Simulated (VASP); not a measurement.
Here is a VASP 6.6.1 calculation.

The input INCAR:

```
ALGO = Normal
EDIFF = 1E-7
ENCUT = 520
GGA = PE
ISIF = 2
ISMEAR = 0
ISPIN = 2
LASPH = T
LCHARG = T
LELF = T
LMAXMIX = 4
LORBIT = 11
LREAL = F
LVHAR = T
LWAVE = F
MAGMOM = 1 1 1 1 1
NBANDS = 38
NELM = 150
PREC = Accurate
SIGMA = 0.1
```

KPOINTS

```
k-points
0
Gamma
  6 6 6
```

The input POSCAR:

```
Ir4Rh
1.0
   -3.0526533749      3.0526533749      1.9302544492
    3.0526533749     -3.0526533749      1.9302544492
    3.0526533749      3.0526533749     -1.9302544492
Ir Rh
4 1
Direct
    0.4010204283      0.8000371758      0.2010576042
    0.5989795717      0.1999628242      0.7989423958
    0.1999628242      0.4010204283      0.6009832525
    0.8000371758      0.5989795717      0.3990167475
    0.0000000000      0.0000000000      0.0000000000
```

Potentials or basis: VASP PAW PBE potentials, release 64 (Ir, Rh_pv).

Command:

```console
$ cat potpaw_PBE.64/Ir/POTCAR potpaw_PBE.64/Rh_pv/POTCAR > POTCAR
$ mpirun -np 1 vasp_std > vasp.out
```

(1) Estimate the largest force.

(2) What does it give for the pressure?

Answers

(1) 0.004 eV/Å.

(2) 0.3 GPa.
